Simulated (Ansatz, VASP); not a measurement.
KZnF3: VASP beside Ansatz

The input INCAR:

```
PREC = Accurate
ENCUT = 600
EDIFF = 1E-6
ISMEAR = -1
SIGMA = 0.2585199978643553
LREAL = False
LASPH = True
NELM = 120
ALGO = Normal
ISIF = 2
LWAVE = False
LCHARG = False
GGA = PE
NBANDS = 29
GGA_COMPAT = False
```

Contents of KPOINTS:

```
regular mesh
0
Gamma
  4 4 4
```

POSCAR

```
KZnF3
1.0
    4.0474167900      0.0000000000      0.0000000000
    0.0000000000      4.0474167900      0.0000000000
    0.0000000000      0.0000000000      4.0474167900
K Zn F
1 1 3
Direct
    0.0000000000      0.0000000000      0.0000000000
    0.5000000000      0.5000000000      0.5000000000
    0.0000000000      0.5000000000      0.5000000000
    0.5000000000      0.0000000000      0.5000000000
    0.5000000000      0.5000000000      0.0000000000
```

Input for Ansatz:

```yaml
crystal:
  lattice:
    - [4.04741679, 0.0, 0.0]
    - [0.0, 4.04741679, 0.0]
    - [0.0, 0.0, 4.04741679]
  atoms:
    - { symbol: K, position: [0.0, 0.0, 0.0] }
    - { symbol: Zn, position: [0.5, 0.5, 0.5] }
    - { symbol: F, position: [0.0, 0.5, 0.5] }
    - { symbol: F, position: [0.5, 0.0, 0.5] }
    - { symbol: F, position: [0.5, 0.5, 0.0] }
basis:
  ecutwfc: 420
kpoints:
  mp_grid: { grid: [4, 4, 4] }
hamiltonian:
  xc: pbe
scf:
  occupations: { method: fermi_dirac, width: "3000 K" }
output:
  forces: true
  stress: true
  eigenvalues: true
```

Alike in both runs: task single point; functional PBE; k mesh 4 × 4 × 4; no spin polarisation.

|  | VASP | Ansatz |
| --- | --- | --- |
| version | VASP 6.6.1 | Ansatz 0.2.0 |
| potentials or method | VASP PAW PBE potentials, release 64 (K_sv, Zn, F), cutoff 600 eV | scalar-relativistic, plane waves, PAW |
| occupations | fermi-dirac, width 0.25852 eV | fermi-dirac |
| valence electrons in the cell | 42 | 42 |

|  | VASP | Ansatz | Ansatz less VASP |
| --- | --- | --- | --- |
| gap on the k mesh at the Fermi level (eV) | 3.80 | 3.87 | +0.069 |
| least direct gap on the mesh (eV) | 5.67 | 5.71 | +0.039 |
| pressure (GPa) | 5.0 | 4.7 | -0.30 |
